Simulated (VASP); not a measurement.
# Re (Pm-3m) in VASP: notebook

Runs on Re. Level: PBE. Tasks: relaxation of cell and atoms.

Everything below comes from runs of VASP 6.6.1. Logs are shortened: lines on timing, memory, paths and dates and some standing lists are left out, and cuts for length are marked.

**1. The cell of the first run**

It takes space group Pm-3m (No. 221, cubic). The conventional cell has a = 2.530 Å, b = 2.530 Å, c = 2.530 Å, α = 90.00°, β = 90.00°, γ = 90.00°. Re (site symmetry m-3m) has 6 Re at 2.53 Å within 3.3 Å.

**2. Relaxation of cell and atoms, PBE, target pressure 40 GPa, at which the enthalpy is minimised**

File INCAR:

```
SYSTEM = Re
PREC = Accurate
ENCUT = 600
EDIFF = 1E-7
ISMEAR = 1
SIGMA = 0.1
LREAL = .FALSE.
LASPH = .TRUE.
NELM = 80
ALGO = Normal
ISIF = 3
LWAVE = .FALSE.
LCHARG = .FALSE.
GGA = PE
IBRION = 2
NSW = 80
EDIFFG = -0.02
PSTRESS = 400.0
```

File KPOINTS:

```
regular mesh
0
G
  10 10 10
  0 0 0
```

File POSCAR:

```
Re
1.0
    2.5300000000      0.0000000000      0.0000000000
    0.0000000000      2.5300000000      0.0000000000
    0.0000000000      0.0000000000      2.5300000000
Re
1
Direct
    0.0000000000      0.0000000000      0.0000000000
```

Potentials or basis: VASP PAW PBE potentials, release 64 (Re).

On the command line:

```
$ cat potpaw_PBE.64/Re/POTCAR > POTCAR
$ mpirun -np 1 vasp_std > vasp.out
```

OUTCAR:

```text
SYSTEM = Re
   PREC = Accurate
   ENCUT = 600
   EDIFF = 1E-7
   ISMEAR = 1
   LREAL = .FALSE.
   LASPH = .TRUE.
   NELM = 80
   ISIF = 3
   GGA = PE
   IBRION = 2
   NSW = 80
   EDIFFG = -0.02
   PSTRESS = 400.0

 ion  position               nearest neighbor table
   1  0.000  0.000  0.000-

  LATTYP: Found a simple cubic cell.
 ALAT       =     2.5300000000

  Lattice vectors:

 A1 = (   2.5300000000,   0.0000000000,   0.0000000000)
 A2 = (   0.0000000000,   2.5300000000,   0.0000000000)
 A3 = (   0.0000000000,   0.0000000000,   2.5300000000)

Analysis of symmetry for initial positions (statically):
=====================================================================
 Subroutine PRICEL returns:
 Original cell was already a primitive cell.

 Routine SETGRP: Setting up the symmetry group for a
 simple cubic supercell.

 Subroutine GETGRP returns: Found 48 space group operations
 (whereof 48 operations were pure point group operations)
 out of a pool of 48 trial point group operations.

The static configuration has the point symmetry O_h .

Analysis of symmetry for dynamics (positions and initial velocities):
=====================================================================
 Subroutine PRICEL returns:
 Original cell was already a primitive cell.

 Routine SETGRP: Setting up the symmetry group for a
 simple cubic supercell.

 Subroutine GETGRP returns: Found 48 space group operations
 (whereof 48 operations were pure point group operations)
 out of a pool of 48 trial point group operations.

The dynamic configuration has the point symmetry O_h .

 Subroutine INISYM returns: Found 48 space group operations
 (whereof 48 operations are pure point group operations),
 and found     1 'primitive' translations

----------------------------------------------------------------------------------------

                                     Primitive cell

  volume of cell :      16.1943

  direct lattice vectors                    reciprocal lattice vectors
     2.530000000  0.000000000  0.000000000     0.395256917  0.000000000  0.000000000
     0.000000000  2.530000000  0.000000000     0.000000000  0.395256917  0.000000000
     0.000000000  0.000000000  2.530000000     0.000000000  0.000000000  0.395256917

  length of vectors
     2.530000000  2.530000000  2.530000000     0.395256917  0.395256917  0.395256917

  position of ions in fractional coordinates (direct lattice)
     0.000000000  0.000000000  0.000000000

  ion indices of the primitive-cell ions
   primitive index   ion index
                 1           1

----------------------------------------------------------------------------------------

 KPOINTS: regular mesh

Automatic generation of k-mesh.
 Grid dimensions read from file:
 generate k-points for:   10   10   10

 Generating k-lattice:

  Cartesian coordinates                     Fractional coordinates (reciprocal lattice)
     0.039525692  0.000000000  0.000000000     0.100000000  0.000000000  0.000000000
     0.000000000  0.039525692  0.000000000     0.000000000  0.100000000  0.000000000
     0.000000000  0.000000000  0.039525692     0.000000000  0.000000000  0.100000000

  Length of vectors
     0.039525692  0.039525692  0.039525692

  Shift w.r.t. Gamma in fractional coordinates (k-lattice)
     0.000000000  0.000000000  0.000000000

 Subroutine IBZKPT returns following result:
 ===========================================

 Found     56 irreducible k-points:

 Following reciprocal coordinates:
            Coordinates               Weight
  0.000000  0.000000  0.000000      1.000000
  0.100000  0.000000  0.000000      6.000000
  0.200000  0.000000  0.000000      6.000000
  0.300000  0.000000  0.000000      6.000000
  0.400000  0.000000  0.000000      6.000000
  0.500000  0.000000  0.000000      3.000000
[... 16 lines left out ...]
  0.200000  0.100000  0.100000     24.000000
  0.300000  0.100000  0.100000     24.000000
 [... further k-points ...]
   k-points           NKPTS =     56   k-points in BZ     NKDIM =     56   number of bands    NBANDS=      7
   number of dos      NEDOS =    301   number of ions     NIONS =      1
   total plane-waves  NPLWV =   8000
   dimension x,y,z NGX =    20 NGY =   20 NGZ =   20
   dimension x,y,z NGXF=    40 NGYF=   40 NGZF=   40
   ions per type =               1
   NGX,Y,Z   is equivalent  to a cutoff of  13.14, 13.14, 13.14 a.u.
   NGXF,Y,Z  is equivalent  to a cutoff of  26.28, 26.28, 26.28 a.u.
 SYSTEM =  Re
   PREC   = accura    normal or accurate (medium, high low for compatibility)
   ISTART =      0    job   : 0-new  1-cont  2-samecut
   ICHARG =      2    charge: 1-file 2-atom 10-const
   ISPIN  =      1    spin polarized calculation?
   LNONCOLLINEAR =      F non collinear calculations
   LSORBIT =      F    spin-orbit coupling
   LASPH  =      T    aspherical Exc in radial PAW
   ENCUT  =  600.0 eV  44.10 Ry    6.64 a.u.   5.05  5.05  5.05*2*pi/ulx,y,z
   NELM   =     80;   NELMIN=  2; NELMDL= -5     # of ELM steps
   EDIFF  = 0.1E-06   stopping-criterion for ELM
   LREAL  =      F    real-space projection
   EDIFFG = -.2E-01   stopping-criterion for IOM
   NSW    =     80    number of steps for IOM
   IBRION =      2    ionic relax: 0-MD 1-quasi-New 2-CG
   NFREE  =      1    steps in history (QN), initial steepest desc. (CG)
   ISIF   =      3    stress and relaxation
   ISYM   =      2    0-nonsym 1-usesym 2-fastsym
   POTIM  = 0.5000    time-step for ionic-motion
   TEBEG  =    0.0;   TEEND  =   0.0 temperature during run
   PSTRESS=  400.0 pullay stress
   NELECT =       7.0000    total number of electrons
   NUPDOWN=      -1.0000    fix difference up-down
   EMIN   =  10.00;   EMAX   =-10.00  energy-range for DOS
   EFERMI =   0.00;   METHOD = LEGACY
   ISMEAR =     1;   SIGMA  =   0.10  broadening in eV -4-tet -1-fermi 0-gaus
   EFERMI_NEDOS =   21; number of points for ismear=-14 and -15
   IALGO  =     38    algorithm
   IMIX   =      4    mixing-type and parameters
     AMIX     =   0.40;   BMIX     =  1.00
     AMIX_MAG =   1.60;   BMIX_MAG =  1.00
  volume/ion in A,a.u.               =      16.19       109.28
  Fermi-wavevector in a.u.,A,eV,Ry     =   1.237809  2.339120 20.846456  1.532171
  Thomas-Fermi vector in A             =   2.372361
   LORBIT       =      0    0 simple, 1 ext, 2 COOP (PROOUT), +10 PAW based schemes
   GGA     = PE    functional components
   LHFCALC =     F    Hartree Fock is set to
   AEXX    =    0.0000 exact exchange contribution
   IVDW    =     0    specifies the selected vdW correction
   LEPSILON=     F    determine dielectric tensor
   LRPA    =     F    only Hartree local field effects (RPA)
 conjugate gradient relaxation of ions
 non-spin polarized calculation
 Methfessel and Paxton  Order N= 1 SIGMA  =   0.10
  energy-cutoff  :      600.00
  volume of cell :       16.19
 maximum number of plane-waves:       554
   NGX = 11   NGY = 11   NGZ = 11

--------------------------------------- Ionic step        1  -------------------------------------------

 number of electron       6.9999998 magnetization

 Free energy of the ion-electron system (eV)
  ---------------------------------------------------
  ext. energy  EPLUGINS =         0.00000000
  ---------------------------------------------------
  free energy    TOTEN  =       -11.04379933 eV

  energy without entropy =      -11.04484614  energy(sigma->0) =      -11.04414827

------------------------ aborting loop because EDIFF is reached ----------------------------------------

  FORCE on cell =-STRESS in cart. coord.  units (eV):
  Direction    XX          YY          ZZ          XY          YZ          ZX
  --------------------------------------------------------------------------------------
  -------------------------------------------------------------------------------------
  Total        1.5670845      1.5670845      1.5670845      0.0000000     -0.0000000      0.0000000
  in kB      155.0391670    155.0391670    155.0391670      0.0000000     -0.0000000      0.0000000
  external PRESSURE =    -244.9608330 kB  Pullay stress =     400.0000000 kB

 VOLUME and BASIS-vectors are now :
 -----------------------------------------------------------------------------
  energy-cutoff  :      600.00
  volume of cell :       16.19
      direct lattice vectors                 reciprocal lattice vectors
     2.530000000  0.000000000  0.000000000     0.395256917  0.000000000  0.000000000
     0.000000000  2.530000000  0.000000000     0.000000000  0.395256917  0.000000000
     0.000000000  0.000000000  2.530000000     0.000000000  0.000000000  0.395256917
[... 7 lines left out ...]
  FREE ENERGIE OF THE ION-ELECTRON SYSTEM (eV)
  ---------------------------------------------------
  free  energy   TOTEN  =       -11.0437993315 eV

  energy  without entropy=      -11.0448461436  energy(sigma->0) =      -11.04414827

  enthalpy is  TOTEN    =        -7.0007320138 eV   P V=        4.0430673176

--------------------------------------- Ionic step        2  -------------------------------------------

 number of electron       7.0000001 magnetization

 E-fermi :  12.6124     XC(G=0): -15.1909

 val. band max:       12.5601417425   @ k =   0.5000   0.3000   0.1000
 cond. band min:      12.6381226460   @ k =   0.4000   0.1000   0.0000
 fundamental gap:      0.0779809036
 Fermi energy:        12.6124333028

 k-point     1 :       0.0000    0.0000    0.0000
  band No.  band energies     occupation
      1       0.4394      2.00000
      2       3.4334      2.00000
      3       3.4334      2.00000
      4      19.2152      0.00000
      5      19.2152      0.00000
      6      19.2152      0.00000
      7      32.3271      0.00000

 k-point     2 :       0.1000    0.0000    0.0000
  band No.  band energies     occupation
      1       0.9449      2.00000
      2       3.5751      2.00000
      3       4.2091      2.00000
      4      18.1586      0.00000
      5      18.1586      0.00000
      6      19.2914      0.00000
      7      30.1245      0.00000
[... 322 lines left out ...]
  FREE ENERGIE OF THE ION-ELECTRON SYSTEM (eV)
  ---------------------------------------------------
  free  energy   TOTEN  =       -10.8814345705 eV

  energy  without entropy=      -10.8819883913  energy(sigma->0) =      -10.88161918

  enthalpy is  TOTEN    =        -7.0825500973 eV   P V=        3.7988844732

--------------------------------------- Ionic step        5  -------------------------------------------

 number of electron       7.0000002 magnetization

 Free energy of the ion-electron system (eV)
  ---------------------------------------------------
  ext. energy  EPLUGINS =         0.00000000
  ---------------------------------------------------
  free energy    TOTEN  =       -10.87158133 eV

  energy without entropy =      -10.87211946  energy(sigma->0) =      -10.87176071

 E-fermi :   8.0016     XC(G=0): -13.4020

 val. band max:        7.9907970192   @ k =   0.5000   0.3000   0.0000
 cond. band min:       8.1881972958   @ k =   0.3000   0.2000   0.0000
 fundamental gap:      0.1974002766
 Fermi energy:         8.0016137569

 k-point     1 :       0.0000    0.0000    0.0000
  band No.  band energies     occupation
      1      -1.9260      2.00000
      2       1.8684      2.00000
      3       1.8684      2.00000
      4      12.2695      0.00000
      5      12.2695      0.00000
      6      12.2695      0.00000
      7      24.4795      0.00000

 k-point     2 :       0.1000    0.0000    0.0000
  band No.  band energies     occupation
      1      -1.5610      2.00000
      2       1.9620      2.00000
      3       2.2982      2.00000
      4      11.6829      0.00000
      5      11.6829      0.00000
      6      12.3127      0.00000
      7      22.6987      0.00000
[... 242 lines left out ...]
 POSITION                                       TOTAL-FORCE (eV/Angst)
 -----------------------------------------------------------------------------------
      0.00000      0.00000      0.00000        -0.000000      0.000000      0.000000
 -----------------------------------------------------------------------------------
    total drift:                               -0.000000      0.000000      0.000000

  FREE ENERGIE OF THE ION-ELECTRON SYSTEM (eV)
  ---------------------------------------------------
  free  energy   TOTEN  =       -10.8715813332 eV

  energy  without entropy=      -10.8721194582  energy(sigma->0) =      -10.87176071

  enthalpy is  TOTEN    =        -7.0826929844 eV   P V=        3.7888883489

 reached required accuracy - stopping structural energy minimisation
```

Wall time 15 s (1 thread of Intel Xeon Platinum 8488C (Sapphire Rapids), shared host); peak memory 0.13 GiB.

What came out:

* Free energy: -10.8716 eV
* Relaxed volume: 15.18 Å³/atom
* Relaxed cell: a = 2.476 Å, b = 2.476 Å, c = 2.476 Å, α = 90.00°, β = 90.00°, γ = 90.00°
* Space group after relaxing (to 0.05 Å): Pm-3m (No. 221)
* Energy change on relaxing (the enthalpy is what falls): +172.2 meV/atom
* Ionic steps: 5
* Pressure after relaxing: 40.0 GPa

Step by step:
| step | energy change (eV) | largest force (eV/Å) | pressure (GPa) | volume (Å³) |
| --- | --- | --- | --- | --- |
| 1 | 0.0000 | 0.0000 | 15.50 | 16.19 |
| 2 | 3.6202 | 0.0000 | 282.33 | 11.06 |
| 3 | 0.1379 | 0.0000 | 36.04 | 15.32 |
| 4 | 0.1624 | 0.0000 | 38.89 | 15.22 |
| 5 | 0.1722 | 0.0000 | 40.01 | 15.18 |

Final structure:
```
Re
1.0
     2.47583    0.00000    0.00000
     0.00000    2.47583    0.00000
     0.00000    0.00000    2.47583
Re
1
Direct
  0.00000 0.00000 0.00000
```

Levels at points of the mesh, in eV from the Fermi level:
| k point | band 1 | band 2 | band 3 | band 4 | band 5 | band 6 |
| --- | --- | --- | --- | --- | --- | --- |
| (0.00, 0.00, 0.00) | -9.93 | -6.13 | -6.13 | 4.27 | 4.27 | 4.27 |
| (0.50, 0.00, 0.00) | -6.26 | -5.04 | -1.05 | -0.10 | -0.10 | 4.74 |
| (0.50, 0.50, 0.00) | -7.40 | -4.22 | 0.78 | 0.78 | 5.31 | 5.31 |
| (0.50, 0.50, 0.50) | -5.57 | -5.57 | -5.57 | 7.67 | 7.71 | 7.71 |

Caveat: the cell is relaxed towards a set pressure, so the enthalpy falls and the energy may rise; spin-orbit coupling is left out, which moves the levels of the heavy elements.

**3. Relaxation of cell and atoms, PBE, target pressure 60 GPa, at which the enthalpy is minimised**

File INCAR:

```
PREC     = Accurate       # precision mode
ENCUT    = 600            # plane-wave cutoff, eV
EDIFF    = 1E-7           # SCF threshold, eV
ISMEAR   = 1              # smearing method
SIGMA    = 0.1            # smearing width, eV
LREAL    = F              # projectors in reciprocal space
LASPH    = T              # aspherical terms in the spheres
NELM     = 60             # most SCF steps
ALGO     = Normal         # electronic algorithm
ISIF     = 3              # what is computed and relaxed
LWAVE    = F              # write WAVECAR
LCHARG   = F              # write CHGCAR
GGA      = PE             # functional
IBRION   = 2              # ionic algorithm
NSW      = 80             # ionic steps
EDIFFG   = -0.02          # ionic threshold
PSTRESS  = 600.0
```

File KPOINTS:

```
regular mesh
0
Gamma
  10 10 10
```

POSCAR is that of step 2.

Potentials or basis: VASP PAW PBE potentials, release 64 (Re).

On the command line:

```
$ cat potpaw_PBE.64/Re/POTCAR > POTCAR
$ mpirun -np 1 vasp_std > vasp.out
```

Wall time 27 s (1 thread of Intel Xeon Platinum 8488C (Sapphire Rapids), shared host); peak memory 0.14 GiB.

It converged, with:

- Free energy: -10.6761 eV
- Relaxed volume: 14.54 Å³/atom
- Relaxed cell: a = 2.441 Å, b = 2.441 Å, c = 2.441 Å, α = 90.00°, β = 90.00°, γ = 90.00°
- Space group after relaxing (to 0.05 Å): Pm-3m (No. 221)
- Energy change on relaxing (the enthalpy is what falls): +367.7 meV/atom
- Ionic steps: 14
- Pressure after relaxing: 59.8 GPa

Step by step:
```
step  energy change (eV)  largest force (eV/Å)  pressure (GPa)  volume (Å³)
   1              0.0000                0.0000           15.50        16.19
   2             15.1068                0.0000          983.61         7.77
   3              0.2104                0.0000           44.26        15.03
   4              0.2956                0.0000           52.89        14.75
   5              0.3727                0.0000           60.27        14.53
   6              0.3608                0.0000           59.16        14.56
   7              0.3616                0.0000           59.23        14.56
   8              0.3642                0.0000           59.48        14.55
   9              0.3642                0.0000           59.48        14.55
  10              0.3643                0.0000           59.49        14.55
  11              0.3645                0.0000           59.50        14.55
  12              0.3650                0.0000           59.54        14.55
  13              0.3659                0.0000           59.63        14.55
  14              0.3677                0.0000           59.81        14.54
```

Final structure:
```
Re
1.0
     2.44095    0.00000    0.00000
     0.00000    2.44095    0.00000
     0.00000    0.00000    2.44095
Re
1
Direct
  0.00000 0.00000 0.00000
```

Levels at points of the mesh, in eV from the Fermi level:
```tsv
k point	band 1	band 2	band 3	band 4	band 5	band 6	band 7
(0.00, 0.00, 0.00)	-10.30	-6.55	-6.55	4.47	4.47	4.47	16.80
(0.50, 0.00, 0.00)	-6.53	-5.39	-1.15	-0.21	-0.21	4.98	10.41
(0.50, 0.50, 0.00)	-7.94	-4.45	0.74	0.74	5.46	5.46	7.80
(0.50, 0.50, 0.50)	-6.00	-6.00	-6.00	7.42	8.16	8.16	13.91
```

Caveat: the cell is relaxed towards a set pressure, so the enthalpy falls and the energy may rise; spin-orbit coupling is left out, which moves the levels of the heavy elements.
